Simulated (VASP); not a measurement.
# SiC (F-43m) in VASP: a series of runs, part 2 of 2

VASP 6.6.1. The steps go on from the part before.

## Step 3: Single point, PBE (volume scaled by 1.025)

Input file INCAR:

```
  PREC = Accurate
  ENCUT = 520
  EDIFF = 1E-7
  ISMEAR = -1
  SIGMA = 0.05
  LREAL = F
  LASPH = T
  NELM = 60
  ALGO = Normal
  ISIF = 2
  LWAVE = F
  LCHARG = F
  GGA = PE
  NBANDS = 11
```

Input file KPOINTS:

```
regular mesh
0
Gamma
  16 16 16
```

Input file POSCAR:

```
SiC
1.0
    0.0000000000      2.1919677570      2.1919677570
    2.1919677570      0.0000000000      2.1919677570
    2.1919677570      2.1919677570      0.0000000000
Si C
1 1
Direct
    0.0000000000      0.0000000000      0.0000000000
    0.7500000000      0.7500000000      0.7500000000
```

Potentials or basis: VASP PAW PBE potentials, release 64 (Si, C).

Run with:

```sh
> cat potpaw_PBE.64/Si/POTCAR potpaw_PBE.64/C/POTCAR > POTCAR
> mpirun -np 1 vasp_std > vasp.out
```

OUTCAR:

```text
PREC = Accurate
   ENCUT = 520
   EDIFF = 1E-7
   ISMEAR = -1
   LREAL = F
   LASPH = T
   NELM = 60
   ISIF = 2
   GGA = PE

 ion  position               nearest neighbor table
   1  0.000  0.000  0.000-   2 1.90   2 1.90   2 1.90   2 1.90
   2  0.750  0.750  0.750-   1 1.90   1 1.90   1 1.90   1 1.90

  LATTYP: Found a face centered cubic cell.
 ALAT       =     4.3839355140

  Lattice vectors:

 A1 = (   0.0000000000,   2.1919677570,   2.1919677570)
 A2 = (   2.1919677570,   0.0000000000,   2.1919677570)
 A3 = (   2.1919677570,   2.1919677570,   0.0000000000)

Analysis of symmetry for initial positions (statically):
=====================================================================
 Subroutine PRICEL returns:
 Original cell was already a primitive cell.

 Routine SETGRP: Setting up the symmetry group for a
 face centered cubic supercell.

 Subroutine GETGRP returns: Found 24 space group operations
 (whereof 24 operations were pure point group operations)
 out of a pool of 48 trial point group operations.

The static configuration has the point symmetry T_d .

[... 167 lines left out ...]
  band No.  band energies     occupation
      1      -7.3559      2.00000
      2       7.9082      2.00000
      3       7.9082      2.00000
      4       7.9082      2.00000
      5      13.9339      0.00000
      6      15.0932      0.00000
      7      15.0932      0.00000
      8      15.0932      0.00000
      9      22.3114      0.00000
     10      22.3114      0.00000
     11      24.1145      0.00000
[... 309 lines left out ...]
 k-point    24 :      -0.0625    0.0625    0.0000
  band No.  band energies     occupation
      1      -7.1553      2.00000
      2       6.9982      2.00000
      3       7.5060      2.00000
      4       7.8844      2.00000
      5      14.3426      0.00000
      6      15.0286      0.00000
      7      15.2181      0.00000
      8      15.6980      0.00000
      9      20.9012      0.00000
     10      21.7367      0.00000
     11      24.5764      0.00000

 [... further k-points ...]

------------------------ aborting loop because EDIFF is reached ----------------------------------------

  FORCE on cell =-STRESS in cart. coord.  units (eV):
  Direction    XX          YY          ZZ          XY          YZ          ZX
  --------------------------------------------------------------------------------------
  -------------------------------------------------------------------------------------
  Total       -0.0864506     -0.0864506     -0.0864506     -0.0000000     -0.0000000     -0.0000000
  in kB       -6.5757596     -6.5757596     -6.5757596     -0.0000000     -0.0000000     -0.0000000
  external PRESSURE =      -6.5757596 kB  Pullay stress =       0.0000000 kB

 VOLUME and BASIS-vectors are now :
 -----------------------------------------------------------------------------
  energy-cutoff  :      520.00
  volume of cell :       21.06
      direct lattice vectors                 reciprocal lattice vectors
     0.000000000  2.191967757  2.191967757    -0.228105545  0.228105545  0.228105545
     2.191967757  0.000000000  2.191967757     0.228105545 -0.228105545  0.228105545
     2.191967757  2.191967757  0.000000000     0.228105545  0.228105545 -0.228105545

 POSITION                                       TOTAL-FORCE (eV/Angst)
 -----------------------------------------------------------------------------------
      0.00000      0.00000      0.00000        -0.000000      0.000000     -0.000000
      3.28795      3.28795      3.28795         0.000000     -0.000000      0.000000
 -----------------------------------------------------------------------------------
    total drift:                               -0.000000     -0.000000     -0.000000

  FREE ENERGIE OF THE ION-ELECTRON SYSTEM (eV)
  ---------------------------------------------------
  free  energy   TOTEN  =       -15.0608660183 eV

  energy  without entropy=      -15.0608660117  energy(sigma->0) =      -15.06086602
```

OSZICAR:

```text
N       E                     dE             d eps       ncg     rms          rms(c)
DAV:   1     0.382561172954E+01    0.38256E+01   -0.39658E+03  3326   0.612E+02
DAV:   2    -0.162326327283E+02   -0.20058E+02   -0.18881E+02  4033   0.111E+02
DAV:   3    -0.168641314841E+02   -0.63150E+00   -0.63040E+00  3916   0.161E+01
DAV:   4    -0.168666675376E+02   -0.25361E-02   -0.25359E-02  3650   0.129E+00
DAV:   5    -0.168666792902E+02   -0.11753E-04   -0.11752E-04  3959   0.820E-02    0.863E+00
DAV:   6    -0.151121936038E+02    0.17545E+01   -0.64609E+00  3544   0.113E+01    0.381E+00
DAV:   7    -0.150682292755E+02    0.43964E-01   -0.36411E-01  3823   0.346E+00    0.175E+00
DAV:   8    -0.150606495931E+02    0.75797E-02   -0.20008E-02  3619   0.941E-01    0.172E-01
DAV:   9    -0.150607497631E+02   -0.10017E-03   -0.16885E-03  4001   0.232E-01    0.112E-01
DAV:  10    -0.150608632865E+02   -0.11352E-03   -0.24933E-04  3598   0.952E-02    0.262E-02
DAV:  11    -0.150608655636E+02   -0.22771E-05   -0.45112E-05  3820   0.344E-02    0.698E-03
DAV:  12    -0.150608660021E+02   -0.43846E-06   -0.21138E-06  3736   0.863E-03    0.113E-03
DAV:  13    -0.150608660183E+02   -0.16289E-07   -0.11382E-07  3402   0.221E-03
   1 F= -.15060866E+02 E0= -.15060866E+02  d E =-.660708E-08
```

stdout:

```text
POSCAR found type information on POSCAR SiC
 POSCAR found :  2 types and       2 ions
 scaLAPACK will be used
 LDA part: xc-table for (Slater+PW92), standard interpolation
 POSCAR, INCAR and KPOINTS ok, starting setup
 FFT: planning ... GRIDC
 FFT: planning ... GRID_SOFT
 FFT: planning ... GRID
 WAVECAR not read
 entering main loop
```

Run time: 11 s. Hardware: 1 thread of Intel Xeon Platinum 8559C (Emerald Rapids), shared host; peak memory 0.15 GiB.

Results:

| Property | Result |
| --- | --- |
| Free energy | -15.0609 eV |
| Pressure | -0.7 GPa |
| Band gap on the k mesh | 1.37 eV, indirect (least direct gap 4.52 eV) |
